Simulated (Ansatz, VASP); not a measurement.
## LiGe4N3: VASP beside Ansatz

Contents of INCAR:

```
SYSTEM = LiGe4N3
PREC = Accurate ; ENCUT = 520
EDIFF = 1E-6 ; ISMEAR = 0
SIGMA = 0.2 ; LREAL = .False.
LASPH = .True. ; NELM = 80
ALGO = Normal ; ISIF = 2
LWAVE = .False. ; LCHARG = .False.
GGA = PE ; NBANDS = 47
```

Contents of KPOINTS:

```
regular mesh
0
Gamma
  8 4 4
  0 0 0
```

Contents of POSCAR:

```
LiGe4N3
1.0
    0.0000000000     -3.0890494243      0.0000000000
   -5.0931474704      0.0000000000      0.0131025976
    1.7255767163      0.0000000000     -7.4690746055
Li Ge N
1 4 3
Direct
    1.0000000000      0.6186153712      0.4477834069
    1.0000000000      0.0072425825      0.2462510910
    0.5000000000      0.8150869567      0.8405466832
    0.5000000000      0.4322875982      0.1306565579
    0.0000000000      0.2772993195      0.6853142885
    0.5000000000      0.4451613583      0.8584478377
    0.5000000000      0.0268425681      0.0737497257
    0.0000000000      0.8938652754      0.7172493690
```

Input for Ansatz:

```yaml
crystal:
  lattice:
    - [0.0, -3.0890494243, 0.0]
    - [-5.0931474704, 0.0, 0.0131025976]
    - [1.7255767163, 0.0, -7.4690746055]
  atoms:
    - { symbol: Li, position: [1.0, 0.6186153712, 0.4477834069] }
    - { symbol: Ge, position: [1.0, 0.0072425825, 0.246251091] }
    - { symbol: Ge, position: [0.5, 0.8150869567, 0.8405466832] }
    - { symbol: Ge, position: [0.5, 0.4322875982, 0.1306565579] }
    - { symbol: Ge, position: [0.0, 0.2772993195, 0.6853142885] }
    - { symbol: "N", position: [0.5, 0.4451613583, 0.8584478377] }
    - { symbol: "N", position: [0.5, 0.0268425681, 0.0737497257] }
    - { symbol: "N", position: [0.0, 0.8938652754, 0.717249369] }
basis:
  ecutwfc: 420
kpoints:
  mp_grid: { grid: [8, 4, 4] }
hamiltonian:
  xc: pbe
scf:
  occupations: { method: gaussian, width: 0.2 }
  lower_state_search: "off"
output:
  forces: true
  stress: true
  eigenvalues: true
```

Alike in both runs: task single point; functional PBE; k mesh 8 × 4 × 4; occupations gaussian, width 0.2 eV; no spin polarisation.

|  | VASP | Ansatz |
| --- | --- | --- |
| version | VASP 6.6.1 | Ansatz 0.2.0 |
| potentials or method | VASP PAW PBE potentials, release 64 (Li_sv, Ge_d, N), cutoff 520 eV | scalar-relativistic, plane waves, PAW |
| valence electrons in the cell | 74 | 74 |

```tsv
	VASP	Ansatz	Ansatz less VASP
gap on the k mesh at the Fermi level (eV)	none	none	-
rms of the force components (eV/Å)	0.022	0.022	0.0000
```

Atom by atom the forces differ by 0.013 eV/Å (rms over components). A gap of «none» marks a metal or a gap that the smearing closes.

Noted on VASP's run: the cutoff is under 1.25 times that of the potentials, so the pressure is a little rough.
